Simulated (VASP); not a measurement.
Write the native input for VASP 6.6.1 that does the following.

```yaml
Task: single point
Functional: PBEsol
Potentials_or_basis: VASP PAW PBE potentials, release 64 (W_sv)
Cutoff: 520 eV
k_mesh: 9 × 6 × 6
Occupations: fermi-dirac, width 0.05 eV
Spin: no spin polarisation
Dipole_correction: no
Further_INCAR_settings: ALGO = Fast; EDIFF = 1e-06; NBANDS = 36
```

The structure of W lies in POSCAR:

```
W
1.0
    2.7716889397      0.0000000000      0.0000000000
    0.0000000000      4.7981339688      0.0000000000
    0.0000000000      0.0000000000      4.8571504237
W
4
Direct
    0.7931720000      0.9368430000      0.7500000000
    0.2068280000      0.4368430000      0.7500000000
    0.2068280000      0.0631570000      0.2500000000
    0.7931720000      0.5631570000      0.2500000000
```

This cell differs from its parent crystal: volume scaled by 0.96.

One way to write it, as run:

INCAR

```
SYSTEM = W
ALGO = Fast
EDIFF = 1E-6
ENCUT = 520
GGA = PS
ISIF = 2
ISMEAR = -1
LASPH = .True.
LCHARG = .False.
LREAL = .False.
LWAVE = .False.
NBANDS = 36
NELM = 80
PREC = Accurate
SIGMA = 0.05
```

KPOINTS

```
k-points
0
Gamma
  9 6 6
  0 0 0
```

Potentials or basis: VASP PAW PBE potentials, release 64 (W_sv).

Command:

```console
$ cat potpaw_PBE.64/W_sv/POTCAR > POTCAR
$ mpirun -np 1 vasp_std > vasp.out
```

Results of the run:

```yaml
Pressure: 1.2 GPa
Largest_force: 0.195 eV/Å
Band_gap_on_the_k_mesh: zero (band 28 reaches 11.68 eV, above the bottom of band 29 at 10.38 eV)
```

Caveat: the PAW data sets were made with another functional, which shifts forces and pressure a little; spin-orbit coupling is left out, which moves the levels of the heavy elements.

Wall time 77 s on 1 thread of Intel(R) Xeon(R) 6975P-C (Granite Rapids), with other jobs on the host, peak memory 0.25 GiB.
